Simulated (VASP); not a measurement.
# GaMo (F-43m) in VASP: a series of runs

Runs on GaMo. Level: PBE. Tasks: single point.

All numbers are computed with VASP 6.6.1; they aren't measurements. Logs are shortened: lines on timing, memory, paths and dates and some standing lists are left out, and cuts for length are marked.

### Step 1. The cell of the first run

Symmetry: F-43m, No. 216, cubic system. The conventional cell has a = 5.689 Å, b = 5.689 Å, c = 5.689 Å, α = 90.00°, β = 90.00°, γ = 90.00°. Ga (site symmetry -43m) has 4 Mo at 2.46 Å within 3.3 Å. Within 3.3 Å of Mo (site symmetry -43m) lie 4 Ga at 2.46 Å.

### Step 2. Single point, PBE

File INCAR:

```
ALGO     = Normal         # electronic algorithm
EDIFF    = 1E-6           # SCF threshold, eV
ENCUT    = 520            # plane-wave cutoff, eV
GGA      = PE             # functional
ISIF     = 2              # what is computed and relaxed
ISMEAR   = 0              # smearing method
LASPH    = T              # aspherical terms in the spheres
LCHARG   = T              # write CHGCAR
LELF     = T              # ELF
LREAL    = F              # projectors in reciprocal space
LVHAR    = T            
LWAVE    = F              # write WAVECAR
NBANDS   = 20             # bands
NELM     = 100            # most SCF steps
PREC     = Accurate       # precision mode
SIGMA    = 0.2            # smearing width, eV
```

File KPOINTS:

```
k-points
0
Gamma
  6 6 6
```

File POSCAR:

```
GaMo
1.0
    0.0000000000      2.8446771636      2.8446771636
    2.8446771636      0.0000000000      2.8446771636
    2.8446771636      2.8446771636      0.0000000000
Ga Mo
1 1
Direct
    0.0000000000      0.0000000000      0.0000000000
    0.7500000000      0.7500000000      0.7500000000
```

Potentials or basis: VASP PAW PBE potentials, release 64 (Ga_d, Mo_sv).

Launch:

```console
> cat potpaw_PBE.64/Ga_d/POTCAR potpaw_PBE.64/Mo_sv/POTCAR > POTCAR
> mpirun -np 1 vasp_std > vasp.out
```

OUTCAR:

```text
EDIFF = 1E-6
   ENCUT = 520
   GGA = PE
   ISIF = 2
   ISMEAR = 0
   LASPH = T
   LREAL = F
   NELM = 100
   PREC = Accurate

 ion  position               nearest neighbor table
   1  0.000  0.000  0.000-   2 2.46   2 2.46   2 2.46   2 2.46
   2  0.750  0.750  0.750-   1 2.46   1 2.46   1 2.46   1 2.46

  LATTYP: Found a face centered cubic cell.
 ALAT       =     5.6893543272

  Lattice vectors:

 A1 = (   0.0000000000,   2.8446771636,   2.8446771636)
 A2 = (   2.8446771636,   0.0000000000,   2.8446771636)
 A3 = (   2.8446771636,   2.8446771636,   0.0000000000)

Analysis of symmetry for initial positions (statically):
=====================================================================
 Subroutine PRICEL returns:
 Original cell was already a primitive cell.

 Routine SETGRP: Setting up the symmetry group for a
 face centered cubic supercell.

 Subroutine GETGRP returns: Found 24 space group operations
 (whereof 24 operations were pure point group operations)
 out of a pool of 48 trial point group operations.

The static configuration has the point symmetry T_d .

Analysis of symmetry for dynamics (positions and initial velocities):
=====================================================================
 Subroutine PRICEL returns:
 Original cell was already a primitive cell.

 Routine SETGRP: Setting up the symmetry group for a
 face centered cubic supercell.

 Subroutine GETGRP returns: Found 24 space group operations
 (whereof 24 operations were pure point group operations)
 out of a pool of 48 trial point group operations.

The dynamic configuration has the point symmetry T_d .

 Subroutine INISYM returns: Found 24 space group operations
 (whereof 24 operations are pure point group operations),
 and found     1 'primitive' translations

----------------------------------------------------------------------------------------

                                     Primitive cell

  volume of cell :      46.0393

  direct lattice vectors                    reciprocal lattice vectors
     0.000000000  2.844677164  2.844677164    -0.175766870  0.175766870  0.175766870
     2.844677164  0.000000000  2.844677164     0.175766870 -0.175766870  0.175766870
     2.844677164  2.844677164  0.000000000     0.175766870  0.175766870 -0.175766870

  length of vectors
     4.022981025  4.022981025  4.022981025     0.304437148  0.304437148  0.304437148

  position of ions in fractional coordinates (direct lattice)
     0.000000000  0.000000000  0.000000000
     0.750000000  0.750000000  0.750000000

  ion indices of the primitive-cell ions
   primitive index   ion index
                 1           1
                 2           2

----------------------------------------------------------------------------------------

 KPOINTS: k-points

Automatic generation of k-mesh.
 Grid dimensions read from file:
 generate k-points for:    6    6    6

 Generating k-lattice:

  Cartesian coordinates                     Fractional coordinates (reciprocal lattice)
    -0.029294478  0.029294478  0.029294478     0.166666667  0.000000000  0.000000000
     0.029294478 -0.029294478  0.029294478     0.000000000  0.166666667  0.000000000
     0.029294478  0.029294478 -0.029294478     0.000000000  0.000000000  0.166666667

  Length of vectors
     0.050739525  0.050739525  0.050739525

  Shift w.r.t. Gamma in fractional coordinates (k-lattice)
     0.000000000  0.000000000  0.000000000

 Subroutine IBZKPT returns following result:
 ===========================================

 Found     16 irreducible k-points:

 Following reciprocal coordinates:
            Coordinates               Weight
  0.000000  0.000000  0.000000      1.000000
  0.166667  0.000000  0.000000      8.000000
  0.333333  0.000000  0.000000      8.000000
  0.500000  0.000000  0.000000      4.000000
  0.166667  0.166667  0.000000      6.000000
  0.333333  0.166667  0.000000     24.000000
[... 8 lines left out ...]
 -0.333333  0.333333  0.166667     24.000000
 -0.333333  0.500000  0.166667     12.000000
   k-points           NKPTS =     16   k-points in BZ     NKDIM =     16   number of bands    NBANDS=     20
   number of dos      NEDOS =    301   number of ions     NIONS =      2
   total plane-waves  NPLWV =  27000
   dimension x,y,z NGX =    30 NGY =   30 NGZ =   30
   dimension x,y,z NGXF=    60 NGYF=   60 NGZF=   60
   ions per type =               1   1
   NGX,Y,Z   is equivalent  to a cutoff of  12.40, 12.40, 12.40 a.u.
   NGXF,Y,Z  is equivalent  to a cutoff of  24.79, 24.79, 24.79 a.u.
 SYSTEM =  unknown system
   PREC   = accura    normal or accurate (medium, high low for compatibility)
   ISTART =      0    job   : 0-new  1-cont  2-samecut
   ICHARG =      2    charge: 1-file 2-atom 10-const
   ISPIN  =      1    spin polarized calculation?
   LNONCOLLINEAR =      F non collinear calculations
   LSORBIT =      F    spin-orbit coupling
   LASPH  =      T    aspherical Exc in radial PAW
   ENCUT  =  520.0 eV  38.22 Ry    6.18 a.u.   7.48  7.48  7.48*2*pi/ulx,y,z
   NELM   =    100;   NELMIN=  2; NELMDL= -5     # of ELM steps
   EDIFF  = 0.1E-05   stopping-criterion for ELM
   LREAL  =      F    real-space projection
   EDIFFG = 0.1E-04   stopping-criterion for IOM
   NSW    =      0    number of steps for IOM
   IBRION =     -1    ionic relax: 0-MD 1-quasi-New 2-CG
   NFREE  =      0    steps in history (QN), initial steepest desc. (CG)
   ISIF   =      2    stress and relaxation
   ISYM   =      2    0-nonsym 1-usesym 2-fastsym
   POTIM  = 0.5000    time-step for ionic-motion
   TEBEG  =    0.0;   TEEND  =   0.0 temperature during run
   PSTRESS=    0.0 pullay stress
   NELECT =      27.0000    total number of electrons
   NUPDOWN=      -1.0000    fix difference up-down
   EMIN   =  10.00;   EMAX   =-10.00  energy-range for DOS
   EFERMI =   0.00;   METHOD = LEGACY
   ISMEAR =     0;   SIGMA  =   0.20  broadening in eV -4-tet -1-fermi 0-gaus
   EFERMI_NEDOS =   21; number of points for ismear=-14 and -15
   IALGO  =     38    algorithm
   IMIX   =      4    mixing-type and parameters
     AMIX     =   0.40;   BMIX     =  1.00
     AMIX_MAG =   1.60;   BMIX_MAG =  1.00
  volume/ion in A,a.u.               =      23.02       155.34
  Fermi-wavevector in a.u.,A,eV,Ry     =   1.370313  2.589516 25.548444  1.877758
  Thomas-Fermi vector in A             =   2.496110
   LORBIT       =      0    0 simple, 1 ext, 2 COOP (PROOUT), +10 PAW based schemes
   GGA     = PE    functional components
   LHFCALC =     F    Hartree Fock is set to
   AEXX    =    0.0000 exact exchange contribution
   IVDW    =     0    specifies the selected vdW correction
   LEPSILON=     F    determine dielectric tensor
   LRPA    =     F    only Hartree local field effects (RPA)
 non-spin polarized calculation
 Gauss-broadening in eV      SIGMA  =   0.20
  energy-cutoff  :      520.00
  volume of cell :       46.04
 maximum number of plane-waves:      1258
 NGX is ok and might be reduce to    30
   NGX = 15   NGY = 15   NGZ = 15

 number of electron      26.9999982 magnetization

 Free energy of the ion-electron system (eV)
  ---------------------------------------------------
  ext. energy  EPLUGINS =         0.00000000
  ---------------------------------------------------
  free energy    TOTEN  =       -10.45215384 eV

  energy without entropy =      -10.38409940  energy(sigma->0) =      -10.41812662

 E-fermi :   4.8859     XC(G=0): -10.3707

 val. band max:        4.8511615970   @ k =   0.5000   0.5000   0.0000
 cond. band min:       4.9058122333   @ k =  -0.3333   0.3333   0.0000
 fundamental gap:      0.0546506364
 Fermi energy:         4.8858885022

 k-point     1 :       0.0000    0.0000    0.0000
  band No.  band energies     occupation
      1     -55.8444      2.00000
      2     -29.9522      2.00000
      3     -29.9522      2.00000
      4     -29.9522      2.00000
      5      -9.2058      2.00000
      6      -9.2058      2.00000
[... 12 lines left out ...]
     19      13.4560      0.00000
     20      14.6755      0.00000

 k-point     2 :       0.1667    0.0000    0.0000
  band No.  band energies     occupation
      1     -55.8438      2.00000
      2     -29.9606      2.00000
      3     -29.9534      2.00000
      4     -29.9534      2.00000
      5      -9.2130      2.00000
      6      -9.2117      2.00000
[... 12 lines left out ...]
     19      12.7521      0.00000
     20      14.5715      0.00000

 k-point     3 :       0.3333    0.0000    0.0000
  band No.  band energies     occupation
      1     -55.8427      2.00000
      2     -29.9774      2.00000
      3     -29.9558      2.00000
      4     -29.9558      2.00000
      5      -9.2283      2.00000
      6      -9.2146      2.00000
[... 12 lines left out ...]
     19      12.2603      0.00000
     20      15.4755      0.00000

 k-point     4 :       0.5000    0.0000    0.0000
  band No.  band energies     occupation
      1     -55.8422      2.00000
      2     -29.9858      2.00000
      3     -29.9570      2.00000
      4     -29.9570      2.00000
      5      -9.2363      2.00000
      6      -9.2135      2.00000
[... 12 lines left out ...]
     19      11.9934      0.00000
     20      15.9326      0.00000

 k-point     5 :       0.1667    0.1667    0.0000
  band No.  band energies     occupation
      1     -55.8436      2.00000
      2     -29.9607      2.00000
      3     -29.9551      2.00000
      4     -29.9551      2.00000
      5      -9.2241      2.00000
      6      -9.2080      2.00000
[... 12 lines left out ...]
     19      12.8497      0.00000
     20      13.5365      0.00000
[... 169 lines left out ...]
      6      -9.2155      2.00000
[... 12 lines left out ...]
     19      13.3263      0.00000
     20      13.3402      0.00000

 k-point    14 :       0.5000    0.3333    0.1667
  band No.  band energies     occupation
      1     -55.8420      2.00000
      2     -29.9779      2.00000
      3     -29.9656      2.00000
      4     -29.9596      2.00000
      5      -9.2373      2.00000
      6      -9.2224      2.00000
[... 12 lines left out ...]
     19      14.0905      0.00000
     20      14.3026      0.00000

 k-point    15 :      -0.3333    0.3333    0.1667
  band No.  band energies     occupation
      1     -55.8417      2.00000
      2     -29.9792      2.00000
      3     -29.9698      2.00000
      4     -29.9614      2.00000
      5      -9.2401      2.00000
      6      -9.2240      2.00000
[... 12 lines left out ...]
     19      13.8293      0.00000
     20      15.5399      0.00000

 k-point    16 :      -0.3333    0.5000    0.1667
  band No.  band energies     occupation
      1     -55.8415      2.00000
      2     -29.9807      2.00000
      3     -29.9690      2.00000
      4     -29.9641      2.00000
      5      -9.2432      2.00000
      6      -9.2252      2.00000
[... 12 lines left out ...]
     19      14.2334      0.00000
     20      14.7591      0.00000

------------------------ aborting loop because EDIFF is reached ----------------------------------------

  FORCE on cell =-STRESS in cart. coord.  units (eV):
  Direction    XX          YY          ZZ          XY          YZ          ZX
  --------------------------------------------------------------------------------------
  -------------------------------------------------------------------------------------
  Total        0.2387101      0.2387101      0.2387101     -0.0000000      0.0000000      0.0000000
  in kB        8.3071558      8.3071558      8.3071558     -0.0000000      0.0000000      0.0000000
  external PRESSURE =       8.3071558 kB  Pullay stress =       0.0000000 kB

 VOLUME and BASIS-vectors are now :
 -----------------------------------------------------------------------------
  energy-cutoff  :      520.00
  volume of cell :       46.04
      direct lattice vectors                 reciprocal lattice vectors
     0.000000000  2.844677164  2.844677164    -0.175766870  0.175766870  0.175766870
     2.844677164  0.000000000  2.844677164     0.175766870 -0.175766870  0.175766870
     2.844677164  2.844677164  0.000000000     0.175766870  0.175766870 -0.175766870

 POSITION                                       TOTAL-FORCE (eV/Angst)
 -----------------------------------------------------------------------------------
      0.00000      0.00000      0.00000        -0.000000     -0.000000     -0.000000
      4.26702      4.26702      4.26702         0.000000      0.000000      0.000000
 -----------------------------------------------------------------------------------
    total drift:                                0.000000      0.000000      0.000000

  FREE ENERGIE OF THE ION-ELECTRON SYSTEM (eV)
  ---------------------------------------------------
  free  energy   TOTEN  =       -10.4521538438 eV

  energy  without entropy=      -10.3840993993  energy(sigma->0) =      -10.41812662
```

Run time: 16 s. Hardware: 1 thread of Intel Xeon Platinum 8375C at 2.90GHz (Ice Lake), shared host; peak memory 0.17 GiB.

What came out:

```yaml
Free_energy: -10.4522 eV
Pressure: 0.8 GPa
```

Levels at points of the mesh, in eV from the Fermi level:
| k point | band 10 | band 11 | band 12 | band 13 | band 14 | band 15 | band 16 | band 17 |
| --- | --- | --- | --- | --- | --- | --- | --- | --- |
| (0.00, 0.00, 0.00) | -7.69 | -1.77 | -1.77 | -1.77 | 0.12 | 0.12 | 6.43 | 8.57 |
| (0.50, 0.00, 0.00) | -6.00 | -2.24 | -1.44 | -1.44 | 0.43 | 0.43 | 1.14 | 5.73 |
| (0.50, 0.50, 0.00) | -5.35 | -3.05 | -0.39 | -0.03 | -0.03 | 0.54 | 1.77 | 2.54 |

### Step 3. Single point, PBE

File INCAR:

```
SYSTEM = GaMo
ALGO = Normal ; EDIFF = 1E-7
ENCUT = 520 ; GGA = PE
ISIF = 2 ; ISMEAR = 0
LASPH = .True. ; LCHARG = .False.
LREAL = .False. ; LWAVE = .False.
NBANDS = 20 ; NELM = 60
PREC = Accurate ; SIGMA = 0.2
```

File KPOINTS:

```
k-points
0
Gamma
  6 6 6
  0 0 0
```

File POSCAR:

```
GaMo
1.0
    0.0000000000      2.8458410284      2.8458410284
    2.8458410284      0.0000000000      2.8458410284
    2.8458410284      2.8458410284      0.0000000000
Ga Mo
1 1
Direct
    0.5000000000      0.5000000000      0.5000000000
    0.7500000000      0.7500000000      0.7500000000
```

Potentials or basis: VASP PAW PBE potentials, release 64 (Ga_d, Mo_sv).

Launch:

```console
> cat potpaw_PBE.64/Ga_d/POTCAR potpaw_PBE.64/Mo_sv/POTCAR > POTCAR
> mpirun -np 1 vasp_std > vasp.out
```

Wall time 20 s (1 thread of Intel Xeon Platinum 8375C at 2.90GHz (Ice Lake), shared host); peak memory 0.17 GiB.

Results (log left out):

| Quantity | Value |
| --- | --- |
| Free energy | -10.4524 eV |
| Pressure | 0.7 GPa |

Levels at points of the mesh, in eV from the Fermi level:
| k point | band 9 | band 10 | band 11 | band 12 | band 13 | band 14 | band 15 | band 16 | band 17 | band 18 |
| --- | --- | --- | --- | --- | --- | --- | --- | --- | --- | --- |
| (0.00, 0.00, 0.00) | -14.07 | -7.69 | -1.76 | -1.76 | -1.76 | 0.12 | 0.12 | 6.42 | 8.56 | 8.56 |
| (0.50, 0.00, 0.00) | -14.06 | -5.99 | -2.24 | -1.44 | -1.44 | 0.43 | 0.43 | 1.13 | 5.72 | 5.72 |
| (0.50, 0.50, 0.00) | -14.04 | -5.35 | -3.05 | -0.39 | -0.04 | -0.04 | 0.54 | 1.76 | 2.54 | 2.54 |

### Step 4. Single point, PBE

This run uses another cell than the first one, of 23.19 Å³/atom, 1.007 times its volume.

File INCAR:

```
ALGO     = Normal         # electronic algorithm
EDIFF    = 1E-7           # SCF threshold, eV
ENCUT    = 520            # plane-wave cutoff, eV
GGA      = PE             # functional
ISIF     = 2              # what is computed and relaxed
ISMEAR   = 0              # smearing method
LASPH    = T              # aspherical terms in the spheres
LCHARG   = T              # write CHGCAR
LELF     = T              # ELF
LREAL    = F              # projectors in reciprocal space
LVHAR    = T            
LWAVE    = F              # write WAVECAR
NBANDS   = 20             # bands
NELM     = 80             # most SCF steps
PREC     = Accurate       # precision mode
SIGMA    = 0.2            # smearing width, eV
```

File KPOINTS:

```
k-points
0
Gamma
  6 6 6
```

File POSCAR:

```
GaMo
1.0
    0.0000000000      2.8515441368      2.8515441368
    2.8515441368      0.0000000000      2.8515441368
    2.8515441368      2.8515441368      0.0000000000
Ga Mo
1 1
Direct
    0.0000000000      0.0000000000      0.0000000000
    0.2500000000      0.2500000000      0.2500000000
```

Launch:

```console
> cat potpaw_PBE.64/Ga_d/POTCAR potpaw_PBE.64/Mo_sv/POTCAR > POTCAR
> mpirun -np 1 vasp_std > vasp.out
```

Run time: 19 s. Hardware: 1 thread of Intel Xeon Platinum 8375C at 2.90GHz (Ice Lake), shared host; peak memory 0.17 GiB.

It converged, with:

```
Free energy : -10.4533 eV
Pressure    : 0.3 GPa
```

Levels at points of the mesh, in eV from the Fermi level:
| k point | band 11 | band 12 | band 13 | band 14 | band 15 | band 16 |
| --- | --- | --- | --- | --- | --- | --- |
| (0.00, 0.00, 0.00) | -1.75 | -1.75 | -1.75 | 0.12 | 0.12 | 6.39 |
| (0.50, 0.00, 0.00) | -2.23 | -1.43 | -1.43 | 0.43 | 0.43 | 1.12 |
| (0.50, 0.50, 0.00) | -3.02 | -0.38 | -0.04 | -0.04 | 0.54 | 1.74 |

### Step 5. Summary

```tsv
cell	gap on the mesh (eV)	pressure (GPa)
a = 4.023 Å, angles 60.0°, 2 atoms	none	0.8
a = 4.025 Å, angles 60.0°, 2 atoms	none	0.7
a = 4.033 Å, angles 60.0°, 2 atoms	none	0.3
```

Alike in all rows: task single point; level PBE; potentials or basis VASP PAW PBE potentials, release 64 (Ga_d, Mo_sv); no spin polarisation; k mesh 6 × 6 × 6; cutoff (eV) 520; smearing gaussian 0.2 eV.

Total energies depend on the potentials used, so only differences within one code and one set of settings carry meaning.
